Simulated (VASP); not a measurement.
# CuO in VASP: settings compared

CuO is run at these levels: PBEsol, r2SCAN, LDA, PBE, revPBE; tasks: single point.

Everything below comes from runs of VASP 6.6.1. Logs are shortened: lines on timing, memory, paths and dates and some standing lists are left out, and cuts for length are marked.

### Step 1. The cell of the first run

The typed cell holds 4 atoms: a = 2.895 Å, b = 2.895 Å, c = 5.090 Å, α = 90.02°, β = 90.02°, γ = 89.78°.

### Step 2. Single point, PBEsol

INCAR reads:

```
SYSTEM = CuO
PREC = Accurate
ENCUT = 520
EDIFF = 1E-6
ISMEAR = -1
SIGMA = 0.05
LREAL = .FALSE.
LASPH = .TRUE.
NELM = 100
ALGO = Normal
ISIF = 2
LWAVE = .FALSE.
LCHARG = .TRUE.
GGA = PS
LELF = .TRUE.
LVHAR = .TRUE.
NBANDS = 25
```

KPOINTS reads:

```
regular mesh
0
G
  10 10 5
  0 0 0
```

POSCAR reads:

```
CuO
1.0
    2.0450174371     -2.0432823479      0.1594803868
    2.0450174371      2.0432823479      0.1594803868
   -0.3978435607      0.0000000000      5.0741712696
Cu O
2 2
Direct
    0.5000000000      0.0000000000      0.5000000000
    0.0000000000      0.5000000000      0.0000000000
    0.4998867022      0.5001132978      0.7500000000
    0.5001132978      0.4998867022      0.2500000000
```

Potentials or basis: VASP PAW PBE potentials, release 64 (Cu, O).

Run with:

```
$ cat potpaw_PBE.64/Cu/POTCAR potpaw_PBE.64/O/POTCAR > POTCAR
$ mpirun -np 1 vasp_std > vasp.out
```

OUTCAR:

```text
SYSTEM = CuO
   PREC = Accurate
   ENCUT = 520
   EDIFF = 1E-6
   ISMEAR = -1
   LREAL = .FALSE.
   LASPH = .TRUE.
   NELM = 100
   ISIF = 2
   GGA = PS

 ion  position               nearest neighbor table
   1  0.500  0.000  0.500-   3 1.93   4 1.93   4 1.93   3 1.93
   2  0.000  0.500  0.000-   4 1.93   3 1.93   4 1.93   3 1.93
   3  0.500  0.500  0.750-   2 1.93   1 1.93   2 1.93   1 1.93
   4  0.500  0.500  0.250-   1 1.93   2 1.93   2 1.93   1 1.93

  LATTYP: Found a base centered monoclinic cell.
 ALAT       =     4.1024530768
 B/A-ratio  =     0.9961271023
 C/A-ratio  =     1.2406586655
 COS(beta)  =    -0.0004182118

  Lattice vectors:

 A1 = (   2.0450174371,  -2.0432823479,   0.1594803868)
 A2 = (   2.0450174371,   2.0432823479,   0.1594803868)
 A3 = (  -0.3978435607,   0.0000000000,   5.0741712696)

Analysis of symmetry for initial positions (statically):
=====================================================================
 Subroutine PRICEL returns:
 Original cell was already a primitive cell.

 Routine SETGRP: Setting up the symmetry group for a
 base centered monoclinic supercell.

 Subroutine GETGRP returns: Found  4 space group operations
 (whereof  2 operations were pure point group operations)
 out of a pool of  4 trial point group operations.

The static configuration has the point symmetry S_2 .
 The point group associated with its full space group is C_2h.

Analysis of symmetry for dynamics (positions and initial velocities):
=====================================================================
 Subroutine PRICEL returns:
 Original cell was already a primitive cell.

 Routine SETGRP: Setting up the symmetry group for a
 base centered monoclinic supercell.

 Subroutine GETGRP returns: Found  4 space group operations
 (whereof  2 operations were pure point group operations)
 out of a pool of  4 trial point group operations.

The dynamic configuration has the point symmetry S_2 .
 The point group associated with its full space group is C_2h.

 Subroutine INISYM returns: Found  4 space group operations
 (whereof  2 operations are pure point group operations),
 and found     1 'primitive' translations

----------------------------------------------------------------------------------------

                                     Primitive cell

  volume of cell :      42.6646

  direct lattice vectors                    reciprocal lattice vectors
[... 91 lines left out ...]
   EDIFF  = 0.1E-05   stopping-criterion for ELM
   LREAL  =      F    real-space projection
   EDIFFG = 0.1E-04   stopping-criterion for IOM
   NSW    =      0    number of steps for IOM
   IBRION =     -1    ionic relax: 0-MD 1-quasi-New 2-CG
   NFREE  =      0    steps in history (QN), initial steepest desc. (CG)
   ISIF   =      2    stress and relaxation
   ISYM   =      2    0-nonsym 1-usesym 2-fastsym
   POTIM  = 0.5000    time-step for ionic-motion
   TEBEG  =    0.0;   TEEND  =   0.0 temperature during run
   PSTRESS=    0.0 pullay stress
   NELECT =      34.0000    total number of electrons
   NUPDOWN=      -1.0000    fix difference up-down
   EMIN   =  10.00;   EMAX   =-10.00  energy-range for DOS
   EFERMI =   0.00;   METHOD = LEGACY
   ISMEAR =    -1;   SIGMA  =   0.05  broadening in eV -4-tet -1-fermi 0-gaus
   EFERMI_NEDOS =   21; number of points for ismear=-14 and -15
   IALGO  =     38    algorithm
   IMIX   =      4    mixing-type and parameters
     AMIX     =   0.40;   BMIX     =  1.00
     AMIX_MAG =   1.60;   BMIX_MAG =  1.00
  volume/ion in A,a.u.               =      10.67        71.98
  Fermi-wavevector in a.u.,A,eV,Ry     =   1.517791  2.868208 31.343579  2.303688
  Thomas-Fermi vector in A             =   2.626998
   LORBIT       =      0    0 simple, 1 ext, 2 COOP (PROOUT), +10 PAW based schemes
   GGA     = PS    functional components
   LHFCALC =     F    Hartree Fock is set to
   AEXX    =    0.0000 exact exchange contribution
   IVDW    =     0    specifies the selected vdW correction
   LEPSILON=     F    determine dielectric tensor
   LRPA    =     F    only Hartree local field effects (RPA)
 non-spin polarized calculation
  energy-cutoff  :      520.00
  volume of cell :       42.66
 maximum number of plane-waves:      1175
 NGX is ok and might be reduce to    24
   NGX = 11   NGY = 11   NGZ = 19

 number of electron      33.9999967 magnetization

 Free energy of the ion-electron system (eV)
  ---------------------------------------------------
  ext. energy  EPLUGINS =         0.00000000
  ---------------------------------------------------
  free energy    TOTEN  =       -21.48433263 eV

  energy without entropy =      -21.46376353  energy(sigma->0) =      -21.47404808

 E-fermi :   5.1943     XC(G=0): -11.8047

 val. band max:        5.1890781391   @ k =  -0.3000   0.5000   0.4000
 cond. band min:       5.2520257773   @ k =  -0.4000   0.2000   0.4000
 fundamental gap:      0.0629476382
 Fermi energy:         5.1942930134

 k-point     1 :       0.0000    0.0000    0.0000
  band No.  band energies     occupation
      1     -14.8631      2.00000
      2     -13.4270      2.00000
      3      -3.3354      2.00000
      4      -0.5096      2.00000
      5      -0.5013      2.00000
      6       1.2480      2.00000
[... 661 lines left out ...]
     24      17.2688      0.00000
     25      18.9543      0.00000

 [... further k-points ...]

------------------------ aborting loop because EDIFF is reached ----------------------------------------

  FORCE on cell =-STRESS in cart. coord.  units (eV):
  Direction    XX          YY          ZZ          XY          YZ          ZX
  --------------------------------------------------------------------------------------
  -------------------------------------------------------------------------------------
  Total        0.1585782      0.1697322      0.2812306      0.0000000      0.0000000     -0.0086130
  in kB        5.9550620      6.3739229     10.5610059      0.0000000      0.0000000     -0.3234412
  external PRESSURE =       7.6299969 kB  Pullay stress =       0.0000000 kB

 VOLUME and BASIS-vectors are now :
 -----------------------------------------------------------------------------
  energy-cutoff  :      520.00
  volume of cell :       42.66
      direct lattice vectors                 reciprocal lattice vectors
     2.045017437 -2.043282348  0.159480387     0.243010815 -0.244704311  0.019053414
     2.045017437  2.043282348  0.159480387     0.243010815  0.244704311  0.019053414
    -0.397843561  0.000000000  5.074171270    -0.015275582  0.000000000  0.195878825

 POSITION                                       TOTAL-FORCE (eV/Angst)
 -----------------------------------------------------------------------------------
      0.82359     -1.02164      2.61683        -0.000000      0.000000     -0.000000
      1.02251      1.02164      0.07974        -0.000000      0.000000     -0.000000
      1.74663      0.00046      3.96511        -0.000000      0.000092     -0.000000
      1.94556     -0.00046      1.42802         0.000000     -0.000092      0.000000
 -----------------------------------------------------------------------------------
    total drift:                                0.000000      0.000000     -0.000000

  FREE ENERGIE OF THE ION-ELECTRON SYSTEM (eV)
  ---------------------------------------------------
  free  energy   TOTEN  =       -21.4843326259 eV

  energy  without entropy=      -21.4637635341  energy(sigma->0) =      -21.47404808
```

stdout:

```text
POSCAR found type information on POSCAR CuO
 POSCAR found :  2 types and       4 ions
 scaLAPACK will be used
 -----------------------------------------------------------------------------
|                                                                             |
|                                                                             |
|     You enforced a specific xc type in the INCAR file but a different       |
|     I HOPE YOU KNOW WHAT YOU ARE DOING!                                     |
|                                                                             |
 -----------------------------------------------------------------------------

 LDA part: xc-table for (Slater+PW92), standard interpolation
 POSCAR, INCAR and KPOINTS ok, starting setup
 FFT: planning ... GRIDC
 FFT: planning ... GRID_SOFT
 FFT: planning ... GRID
 WAVECAR not read
 entering main loop
```

Run time: 2.4 min. Hardware: 1 thread of Intel Xeon 8259CL, shared host; peak memory 0.22 GiB.

Results:

| Property | Result |
| --- | --- |
| Free energy | -21.4843 eV |
| Pressure | 0.8 GPa |
| Band gap on the k mesh | zero (bands 17 and 18 overlap by 0.98 eV) |

Caveat: the PAW data sets were made with another functional, which shifts forces and pressure a little; semilocal functionals often make such compounds metallic where correlation or magnetic order opens a gap, which also shifts bond lengths. With open d or f shells a metallic result of PBEsol can be an artefact of self-interaction; +U or a hybrid may open a gap.

### Step 3. Single point, r2SCAN

This run uses another cell than the first one, of 10.73 Å³/atom.

POSCAR reads:

```
CuO
1.0
    2.0434515843     -2.0438029368      0.1590306598
    2.0434515843      2.0438029368      0.1590306598
   -0.3982465081      0.0000000000      5.1082667971
Cu O
2 2
Direct
    0.5000000000      0.0000000000      0.5000000000
    0.0000000000      0.5000000000      0.0000000000
    0.5000125081      0.4999874919      0.7500000000
    0.4999874919      0.5000125081      0.2500000000
```

INCAR.step1 reads:

```
SYSTEM = CuO
  PREC = Accurate
  ENCUT = 520
  ISMEAR = -1
  SIGMA = 0.05
  LREAL = .FALSE.
  LASPH = .TRUE.
  NELM = 100
  NBANDS = 25
  GGA = PE
  ALGO = Normal
  EDIFF = 1E-4
  LWAVE = .TRUE.
  LCHARG = .FALSE.
```

INCAR.step2 reads:

```
SYSTEM = CuO
  PREC = Accurate
  ENCUT = 520
  EDIFF = 1E-6
  ISMEAR = -1
  SIGMA = 0.05
  LREAL = .FALSE.
  LASPH = .TRUE.
  NELM = 100
  ALGO = Normal
  ISIF = 2
  LWAVE = .FALSE.
  LCHARG = .FALSE.
  METAGGA = R2SCAN
  LMIXTAU = .TRUE.
  NBANDS = 25
  ISTART = 1
```

KPOINTS is that of step 2.

Potentials or basis: VASP PAW PBE potentials, release 64 (Cu, O).

Run with:

```
$ cat potpaw_PBE.64/Cu/POTCAR potpaw_PBE.64/O/POTCAR > POTCAR
$ cp INCAR.step1 INCAR
$ mpirun -np 1 vasp_std > vasp.out
$ cp INCAR.step2 INCAR
$ mpirun -np 1 vasp_std > vasp.out
```

It took 8.5 min on 1 thread of Intel Xeon 8259CL, shared host; peak memory 0.23 GiB.

It converged, with:

```yaml
Free_energy: -36.4781 eV
Pressure: 1.0 GPa
Band_gap_on_the_k_mesh: zero (bands 17 and 18 overlap by 0.95 eV)
```

Stress tensor (GPa, compression positive):
```
 0.88  0.00 -0.02
 0.00  0.90  0.00
-0.02  0.00  1.28
```

Levels at points of the mesh, in eV from the Fermi level:
| k point | band 15 | band 16 | band 17 | band 18 | band 19 | band 20 |
| --- | --- | --- | --- | --- | --- | --- |
| (0.00, 0.00, 0.00) | -2.57 | -2.22 | 0.70 | 0.71 | 1.78 | 6.62 |
| (0.50, 0.00, 0.00) | -1.78 | -1.71 | 0.25 | 0.49 | 3.94 | 6.42 |
| (0.50, 0.50, 0.00) | -1.61 | -1.38 | -1.38 | 1.23 | 2.35 | 7.55 |

Caveat: the PAW data sets were made with another functional, which shifts forces and pressure a little; semilocal functionals often make such compounds metallic where correlation or magnetic order opens a gap, which also shifts bond lengths.

### Step 4. Single point, LDA

This run uses another cell than the first one, of 10.27 Å³/atom.

INCAR reads:

```
  ALGO = Normal
  EDIFF = 1E-6
  ENCUT = 520
  GGA = CA
  ISIF = 2
  ISMEAR = -1
  LASPH = True
  LCHARG = False
  LREAL = False
  LWAVE = False
  NBANDS = 25
  NELM = 80
  PREC = Accurate
  SIGMA = 0.05
```

KPOINTS reads:

```
k-points
0
Gamma
  10 10 5
```

POSCAR reads:

```
CuO
1.0
    2.0165918043     -2.0132353066      0.1569868510
    2.0165918043      2.0132353066      0.1569868510
   -0.3929113108      0.0000000000      5.0265360313
Cu O
2 2
Direct
    0.5000000000      0.0000000000      0.5000000000
    0.0000000000      0.5000000000      0.0000000000
    0.4999360846      0.5000639154      0.7500000000
    0.5000639154      0.4999360846      0.2500000000
```

Potentials or basis: VASP PAW LDA potentials, release 64 (Cu, O).

Run with:

```
$ cat potpaw_LDA.64/Cu/POTCAR potpaw_LDA.64/O/POTCAR > POTCAR
$ mpirun -np 1 vasp_std > vasp.out
```

Run time: 57 s. Hardware: 1 thread of Intel Xeon 6975P-C (Granite Rapids), shared host; peak memory 0.23 GiB.

It converged, with:

```
Free energy            : -23.3312 eV
Pressure               : 1.1 GPa
Band gap on the k mesh : zero (bands 17 and 18 overlap by 1.01 eV)
```

Stress tensor (GPa, compression positive):
```
 0.85  0.00 -0.04
 0.00  0.90  0.00
-0.04  0.00  1.46
```

Levels at points of the mesh, in eV from the Fermi level:
```tsv
k point	band 13	band 14	band 15	band 16	band 17	band 18	band 19	band 20	band 21	band 22
(0.00, 0.00, 0.00)	-2.65	-2.61	-2.51	-2.09	0.73	0.74	1.67	6.16	7.59	13.49
(0.50, 0.00, 0.00)	-2.45	-2.07	-1.72	-1.63	0.26	0.49	3.43	6.10	6.82	11.17
(0.50, 0.50, 0.00)	-2.55	-2.55	-1.67	-1.28	-1.27	1.24	1.77	7.14	10.12	10.21
```

Caveat: semilocal functionals often make such compounds metallic where correlation or magnetic order opens a gap, which also shifts bond lengths.

### Step 5. Single point, PBE

This run uses another cell than the first one, of 11.20 Å³/atom.

INCAR reads:

```
ALGO     = Normal         # electronic algorithm
EDIFF    = 1E-6           # SCF threshold, eV
ENCUT    = 520            # plane-wave cutoff, eV
GGA      = PE             # functional
ISIF     = 2              # what is computed and relaxed
ISMEAR   = -1             # smearing method
LASPH    = True           # aspherical terms in the spheres
LCHARG   = True           # write CHGCAR
LELF     = True           # ELF
LREAL    = False          # projectors in reciprocal space
LVHAR    = True         
LWAVE    = False          # write WAVECAR
NBANDS   = 25             # bands
NELM     = 80             # most SCF steps
PREC     = Accurate       # precision mode
SIGMA    = 0.05           # smearing width, eV
```

KPOINTS is that of step 4.

POSCAR reads:

```
CuO
1.0
    2.0821479822     -2.0832791446      0.1637887268
    2.0821479822      2.0832791446      0.1637887268
   -0.4020158862      0.0000000000      5.1328729693
Cu O
2 2
Direct
    0.5000000000      0.0000000000      0.5000000000
    0.0000000000      0.5000000000      0.0000000000
    0.5000754622      0.4999245378      0.7500000000
    0.4999245378      0.5000754622      0.2500000000
```

Potentials or basis: VASP PAW PBE potentials, release 64 (Cu, O).

Run with:

```
$ cat potpaw_PBE.64/Cu/POTCAR potpaw_PBE.64/O/POTCAR > POTCAR
$ mpirun -np 1 vasp_std > vasp.out
```

It took 58 s on 1 thread of Intel Xeon 6975P-C (Granite Rapids), shared host; peak memory 0.26 GiB.

The run converged. Its results:

| Quantity | Value |
| --- | --- |
| Free energy | -19.7380 eV |
| Pressure | 0.7 GPa |
| Band gap on the k mesh | zero (bands 17 and 18 overlap by 0.92 eV) |

Stress tensor (GPa, compression positive):
```
 0.55  0.00 -0.04
 0.00  0.58  0.00
-0.04  0.00  0.96
```

Levels at points of the mesh, in eV from the Fermi level:
| k point | band 14 | band 15 | band 16 | band 17 | band 18 | band 19 | band 20 | band 21 |
| --- | --- | --- | --- | --- | --- | --- | --- | --- |
| (0.00, 0.00, 0.00) | -2.34 | -2.25 | -1.86 | 0.69 | 0.69 | 1.41 | 6.11 | 7.28 |
| (0.50, 0.00, 0.00) | -1.85 | -1.55 | -1.47 | 0.24 | 0.49 | 3.78 | 5.84 | 6.44 |
| (0.50, 0.50, 0.00) | -2.32 | -1.59 | -1.18 | -1.18 | 1.13 | 2.18 | 7.23 | 9.78 |

Caveat: semilocal functionals often make such compounds metallic where correlation or magnetic order opens a gap, which also shifts bond lengths. With open d or f shells a metallic result of PBE can be an artefact of self-interaction; +U or a hybrid may open a gap.

### Step 6. Single point, revPBE

This run uses another cell than the first one, of 11.50 Å³/atom.

INCAR reads:

```
SYSTEM = CuO
PREC = Accurate ; ENCUT = 520
EDIFF = 1E-7 ; ISMEAR = -1
SIGMA = 0.05 ; LREAL = .FALSE.
LASPH = .TRUE. ; NELM = 60
ALGO = Normal ; ISIF = 2
LWAVE = .FALSE. ; LCHARG = .TRUE.
GGA = RE ; LELF = .TRUE.
LVHAR = .TRUE. ; NBANDS = 25
```

KPOINTS reads:

```
regular mesh
0
G
  10 10 5
  0 0 0
```

POSCAR reads:

```
CuO
1.0
    2.1022171051     -2.1050608508      0.1650839461
    2.1022171051      2.1050608508      0.1650839461
   -0.4065030459      0.0000000000      5.1635244936
Cu O
2 2
Direct
    0.5000000000      0.0000000000      0.5000000000
    0.0000000000      0.5000000000      0.0000000000
    0.4999554290      0.5000445710      0.7500000000
    0.5000445710      0.4999554290      0.2500000000
```

Potentials or basis: VASP PAW PBE potentials, release 64 (Cu, O).

Run with:

```
$ cat potpaw_PBE.64/Cu/POTCAR potpaw_PBE.64/O/POTCAR > POTCAR
$ mpirun -np 1 vasp_std > vasp.out
```

It took 58 s on 1 thread of Intel Xeon 6975P-C (Granite Rapids), shared host; peak memory 0.26 GiB.

It converged, with:

| Quantity | Value |
| --- | --- |
| Free energy | -18.2996 eV |
| Pressure | 0.6 GPa |
| Band gap on the k mesh | zero (bands 17 and 18 overlap by 0.89 eV) |

Stress tensor (GPa, compression positive):
```
 0.46  0.00 -0.03
 0.00  0.48  0.00
-0.03  0.00  0.85
```

Levels at points of the mesh, in eV from the Fermi level:
```
           k point  band 15  band 16  band 17  band 18  band 19  band 20
(0.00, 0.00, 0.00)    -2.18    -1.80     0.67     0.68     1.37     6.13
(0.50, 0.00, 0.00)    -1.51    -1.43     0.23     0.48     3.91     5.79
(0.50, 0.50, 0.00)    -1.57    -1.16    -1.16     1.10     2.32     7.28
```

Caveat: the PAW data sets were made with another functional, which shifts forces and pressure a little; semilocal functionals often make such compounds metallic where correlation or magnetic order opens a gap, which also shifts bond lengths. With open d or f shells a metallic result of revPBE can be an artefact of self-interaction; +U or a hybrid may open a gap.

### Step 7. Overview

| level | potentials or basis | cell | gap on the mesh (eV) | pressure (GPa) |
| --- | --- | --- | --- | --- |
| PBEsol | VASP PAW PBE potentials, release 64 (Cu, O) | a = 2.895, b = 2.895, c = 5.090 Å, angles 90.0, 90.0, 89.8°, 4 atoms, atomic positions A | none | 0.8 |
| r2SCAN | VASP PAW PBE potentials, release 64 (Cu, O) | a = 2.894, b = 2.894, c = 5.124 Å, angles 90.0, 90.0, 89.8°, 4 atoms, atomic positions A | none | 1.0 |
| LDA | VASP PAW LDA potentials, release 64 (Cu, O) | a = 2.854, b = 2.854, c = 5.042 Å, angles 90.0, 90.0, 89.7°, 4 atoms, atomic positions A | none | 1.1 |
| PBE | VASP PAW PBE potentials, release 64 (Cu, O) | a = 2.950, b = 2.950, c = 5.149 Å, angles 90.0, 90.0, 89.9°, 4 atoms, atomic positions B | none | 0.7 |
| revPBE | VASP PAW PBE potentials, release 64 (Cu, O) | a = 2.980, b = 2.980, c = 5.180 Å, angles 90.0, 90.0, 89.9°, 4 atoms, atomic positions A | none | 0.6 |

Alike in all rows: task single point; no spin polarisation; k mesh 10 × 10 × 5; cutoff (eV) 520; smearing fermi-dirac 0.05 eV.

Caveats: semilocal functionals often make such compounds metallic where correlation or magnetic order opens a gap, which also shifts bond lengths; the PAW data sets were made with another functional, which shifts forces and pressure a little (at least some runs).

Absolute energies hang on the potentials; compare differences alone.

The gap in the log of VASP goes by the Fermi energy; the results here count the filled bands.